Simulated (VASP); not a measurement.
Here is a VASP 6.6.1 calculation.

Contents of INCAR:

```
SYSTEM = Ag2I3
PREC     = Accurate       ! precision mode
ENCUT    = 520            ! plane-wave cutoff, eV
EDIFF    = 1E-6           ! SCF threshold, eV
ISMEAR   = 0              ! smearing method
SIGMA    = 0.1            ! smearing width, eV
LREAL    = .FALSE.        ! projectors in reciprocal space
LASPH    = .TRUE.         ! aspherical terms in the spheres
NELM     = 100            ! most SCF steps
ALGO     = Normal         ! electronic algorithm
ISIF     = 2              ! what is computed and relaxed
LWAVE    = .FALSE.        ! write WAVECAR
LCHARG   = .FALSE.        ! write CHGCAR
GGA      = PE             ! functional
NBANDS   = 30             ! bands
```

The input KPOINTS:

```
regular mesh
0
G
  8 8 8
  0 0 0
```

File POSCAR:

```
Ag2I3
1.0
    5.7124349366      0.0000000000      0.0000000000
    0.0000000000      5.7124349366      0.0000000000
    0.0000000000      0.0000000000      5.7124349366
Ag I
2 3
Direct
    0.0000000000      0.0000000000      0.0000000000
    0.5000000000      0.5000000000      0.5000000000
    0.0000000000      0.5000000000      0.5000000000
    0.5000000000      0.0000000000      0.5000000000
    0.5000000000      0.5000000000      0.0000000000
```

Potentials or basis: VASP PAW PBE potentials, release 64 (Ag, I).

Command:

```console
$ cat potpaw_PBE.64/Ag/POTCAR potpaw_PBE.64/I/POTCAR > POTCAR
$ mpirun -np 1 vasp_std > vasp.out
```

**Question.** What does it give for the pressure?

**Answer.** 0.0 GPa.

Caveat: an odd number of electrons without spin polarisation forces a metal; a magnetic or distorted state may lie lower.
